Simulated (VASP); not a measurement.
# N: relaxation of cell and atoms with PBE+D3(BJ)

The system is N.

```
N
1.0
     4.08406    0.00000    0.00000
     0.00000    4.08406    0.00000
     0.00000    0.00000    5.34591
N
4
Cartesian
  3.6931 3.6931 0.0000
  2.4330 1.6511 2.6730
  0.3909 0.3909 0.0000
  1.6511 2.4330 2.6730
```

| Item | Value |
| --- | --- |
| Program | VASP 6.6.1 |
| Task | relaxation of cell and atoms |
| Functional | PBE |
| Dispersion | D3(BJ) |
| Potentials or basis | VASP PAW PBE potentials, release 64 (N_h) |
| Cutoff | 910 eV |
| k mesh | 6 × 6 × 4 |
| Occupations | gaussian, width 0.02 eV |
| Spin | no spin polarisation |
| Dipole correction | no |
| Further INCAR settings | ALGO = Normal; EDIFF = 1e-07; IBRION = 2; EDIFFG = -0.005; NSW = 100; ISIF = 3 |

| Property | Result |
| --- | --- |
| Relaxed volume | 21.30 Å³/atom |
| Relaxed cell | a = 4.024 Å, b = 4.024 Å, c = 5.259 Å, α = 90.00°, β = 90.00°, γ = 90.00° |
| Space group after relaxing (to 0.1 Å) | P4_2/mnm (No. 136) |
| Energy gained by relaxing | 1.2 meV/atom |
| Ionic steps | 11 |
| Pressure after relaxing | 0.0 GPa |
| Band gap on the k mesh | 6.88 eV (least direct gap 7.10 eV) |
| Dispersion energy per atom | -0.059 eV |

The path:
```
step  energy change (eV)  largest force (eV/Å)  pressure (GPa)  volume (Å³)
   1              0.0000                0.5080           -0.92        89.17
   2              0.4763                9.4430           11.85        87.53
   3             -0.0020                0.0230           -0.27        89.06
   4             -0.0020                0.0139           -0.23        89.05
   5             -0.0020                0.0253           -0.21        89.05
   6             -0.0025                0.0237           -0.19        88.72
   7             -0.0037                0.0224           -0.13        87.75
   8             -0.0049                0.0259           -0.01        85.82
   9             -0.0050                0.0280            0.04        85.18
  10              0.0036                1.0849           -1.49        85.16
  11             -0.0050                0.0005            0.00        85.18
```

Final structure:
```
CELL_PARAMETERS angstrom
4.02442 0.00000 0.00000
0.00000 4.02442 0.00000
0.00000 0.00000 5.25940
ATOMIC_POSITIONS crystal
N 0.90318 0.90318 0.00000
N 0.59682 0.40318 0.50000
N 0.09682 0.09682 0.00000
N 0.40318 0.59682 0.50000
```

Levels at points of the mesh, in eV from the valence-band top:
| k point | band 7 | band 8 | band 9 | band 10 | band 11 | band 12 | band 13 | band 14 |
| --- | --- | --- | --- | --- | --- | --- | --- | --- |
| (0.00, 0.00, 0.00) | -1.40 | -1.29 | -1.08 | -0.22 | 6.88 | 7.83 | 8.22 | 8.22 |
| (0.50, 0.00, 0.00) | -1.63 | -1.63 | -0.25 | -0.25 | 8.00 | 8.00 | 8.00 | 8.00 |
| (0.50, 0.50, 0.00) | -1.57 | -1.57 | -0.04 | -0.04 | 7.74 | 7.74 | 8.81 | 8.81 |
| (0.00, 0.00, 0.50) | -1.41 | -1.41 | -0.45 | -0.45 | 7.32 | 7.32 | 8.21 | 8.21 |
| (0.50, 0.00, 0.50) | -1.40 | -1.40 | -0.31 | -0.31 | 7.60 | 7.60 | 8.32 | 8.32 |
| (0.50, 0.50, 0.50) | -1.62 | -1.62 | 0.00 | 0.00 | 7.78 | 7.78 | 8.82 | 8.82 |

Run time: 8.7 min on 1 thread of Intel(R) Xeon(R) Platinum 8259CL CPU @ 2.50GHz (Skylake/Cascade Lake) (shared host), peak memory 0.31 GiB.

Caveat: the cutoff is under 1.25 times the usual one of these potentials, so pressure, stress and relaxed cells hold a basis-set (Pulay) error. A k mesh can miss the band edges.
